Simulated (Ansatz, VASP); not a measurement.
Two plane-wave programs on Sc

```
Sc
1.0
    -3.15845    3.15845    2.76797
     3.15845   -3.15845    2.76797
     3.15845    3.15845   -2.76797
Sc
4
Direct
  0.16373 0.33627 0.50000
  0.66373 0.16373 0.82746
  0.33627 0.83627 0.17254
  0.83627 0.66373 0.50000
```

Alike in both runs: task single point; functional PBEsol; k mesh 6 × 6 × 6; occupations gaussian, width 0.1 eV; no spin polarisation.

|  | VASP | Ansatz |
| --- | --- | --- |
| version | VASP 6.6.1 | Ansatz 0.2.0 |
| potentials or method | VASP PAW PBE potentials, release 64 (Sc_sv), cutoff 520 eV | plane waves, PAW |
| valence electrons in the cell | 44 | 44 |

```tsv
	VASP	Ansatz	Ansatz less VASP
pressure (GPa)	-4.5	-4.5	0.00
traceless stress, the component that is largest in VASP (GPa)	-0.26	-0.25	+0.009
```

VASP's potentials were made for PBE, not for PBEsol. Ansatz's warnings: structure snapped to symmetry.
